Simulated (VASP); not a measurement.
# Sc: single point with PBE

Sc:

```
CELL_PARAMETERS angstrom
3.46011 0.00000 0.00000
-1.73005 2.99654 0.00000
0.00000 0.00000 5.03479
ATOMIC_POSITIONS crystal
Sc 0.33333 0.66667 0.25000
Sc 0.66667 0.33333 0.75000
```

This cell differs from its parent crystal: strained.

```
Program                : VASP 6.6.1
Task                   : single point
Functional             : PBE
Potentials or basis    : VASP PAW PBE potentials, release 64 (Sc_sv)
Cutoff                 : 520 eV
k mesh                 : 15 × 15 × 8
Occupations            : gaussian, width 0.1 eV
Spin                   : no spin polarisation
Dipole correction      : no
Further INCAR settings : ALGO = Normal; EDIFF = 1e-06; NBANDS = 18
```

```
Pressure               : -2.8 GPa
Band gap on the k mesh : zero (band 11 reaches 4.51 eV, above the bottom of band 12 at 2.84 eV)
```

Stress tensor (GPa, compression positive):
```
-4.38  0.00  0.00
 0.00 -4.38  0.00
 0.00  0.00  0.32
```

Levels at points of the mesh, in eV from the Fermi level:
| k point | band 8 | band 9 | band 10 | band 11 | band 12 | band 13 | band 14 | band 15 |
| --- | --- | --- | --- | --- | --- | --- | --- | --- |
| (0.00, 0.00, 0.00) | -27.96 | -4.99 | -1.44 | 1.02 | 1.46 | 1.46 | 1.95 | 1.95 |
| (0.00, 0.00, 0.50) | -28.05 | -3.37 | -3.37 | 1.18 | 1.18 | 1.28 | 1.28 | 1.28 |

Run time: 2 min on 1 thread of Intel(R) Xeon(R) Platinum 8488C (Sapphire Rapids) (shared host), peak memory 0.23 GiB.

Caveat: the cell differs from its parent crystal (strained).
